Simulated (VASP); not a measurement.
Wanted: the native input for a VASP 6.6.1 run.

```yaml
Task: electric field gradients
Functional: PBEsol
Potentials_or_basis: VASP PAW PBE potentials, release 64 (Os)
Cutoff: 520 eV
k_mesh: 14 × 14 × 14
Occupations: fermi-dirac, width 0.03 eV
Spin: no spin polarisation
Dipole_correction: no
Further_INCAR_settings: ALGO = Normal; EDIFF = 1e-08; NBANDS = 10
```

The structure of Os lies in POSCAR:

```
Os
1.0
    0.0000000000      1.9450000000      1.9644500000
    1.9450000000      0.0000000000      1.9644500000
    1.9450000000      1.9450000000      0.0000000000
Os
1
Direct
    0.0000000000      0.0000000000      0.0000000000
```

This isn't the form of Os at room conditions, which is hcp.

This cell differs from its parent crystal: zz strain of +1 %.

The input as run:

INCAR

```
SYSTEM = Os
ALGO     = Normal         ! electronic algorithm
EDIFF    = 1E-8           ! SCF threshold, eV
ENCUT    = 520            ! plane-wave cutoff, eV
GGA      = PS             ! functional
ISIF     = 2              ! what is computed and relaxed
ISMEAR   = -1             ! smearing method
LASPH    = .True.         ! aspherical terms in the spheres
LCHARG   = .False.        ! write CHGCAR
LEFG     = .True.       
LREAL    = .False.        ! projectors in reciprocal space
LWAVE    = .False.        ! write WAVECAR
NBANDS   = 10             ! bands
NELM     = 60             ! most SCF steps
PREC     = Accurate       ! precision mode
SIGMA    = 0.03           ! smearing width, eV
```

KPOINTS

```
k-points
0
Gamma
  14 14 14
  0 0 0
```

Potentials or basis: VASP PAW PBE potentials, release 64 (Os).

Run with:

```bash
$ cat potpaw_PBE.64/Os/POTCAR > POTCAR
$ mpirun -np 1 vasp_std > vasp.out
```

It gave:

The pressure is -23.2 GPa, the band gap on the k mesh is zero (bands 4 and 5 overlap by 3.50 eV) and the largest electric field gradient by atom is Os +1.0 V/Å².

Caveat: the cell differs from its parent crystal (zz strain of +1 %); the cell stands under tension; without QUAD_EFG the Cq values of the log hold for a quadrupole moment of 1 mb, not for the nuclei; the PAW data sets were made with another functional, which shifts forces and pressure a little; spin-orbit coupling is left out, which moves the levels of the heavy elements.

It took 50 s on 1 thread of Intel Xeon 8259CL, on a shared host, peak memory 0.17 GiB.
